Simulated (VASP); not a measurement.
A run of VASP 6.6.1 is set up as follows.

Contents of INCAR:

```
PREC = Accurate
ENCUT = 500
EDIFF = 1E-6
ISMEAR = 0
SIGMA = 0.1
LREAL = F
LASPH = T
NELM = 120
ALGO = Normal
ISIF = 2
LWAVE = F
LCHARG = F
GGA = PE
NBANDS = 26
GGA_COMPAT = F
```

File KPOINTS:

```
Automatic mesh
0
Gamma
  6 6 2
```

The input POSCAR:

```
SbS2
1.0
    3.0977037614      0.0000000000      0.0000000000
   -1.5488518807      2.6826901508      0.0000000000
    0.0000000000      0.0000000000     14.4018262520
Sb S
2 4
Direct
    0.6666666667      0.3333333333      0.2500000000
    0.3333333333      0.6666666667      0.7500000000
    0.6666666667      0.3333333333      0.6444804121
    0.3333333333      0.6666666667      0.3555195879
    0.6666666667      0.3333333333      0.8555195879
    0.3333333333      0.6666666667      0.1444804121
```

Potentials or basis: VASP PAW PBE potentials, release 64 (Sb, S).

The run is started by

```bash
$ cat potpaw_PBE.64/Sb/POTCAR potpaw_PBE.64/S/POTCAR > POTCAR
$ mpirun -np 1 vasp_std > vasp.out
```

Task: Predict the band gap on the k mesh.

Result: Zero (band 17 reaches 9.36 eV, above the bottom of band 18 at 6.55 eV).

Task: What does it give for the pressure?

Result: 50.5 GPa.

Task: Estimate the largest force.

Result: 6.607 eV/Å.

Stress tensor (GPa, compression positive):
```
48.99  0.00  0.00
 0.00 48.99  0.00
 0.00  0.00 53.64
```

Caveat: the k points lie up to 0.39 Å⁻¹ apart; spin-orbit coupling is left out, which moves the levels of the heavy elements; this functional lacks dispersion, which binds the layers, so the pressure and a relaxed spacing across them are unreliable; forces of over 1 eV/Å act on the atoms, so gaps and moduli don't describe the material at rest.
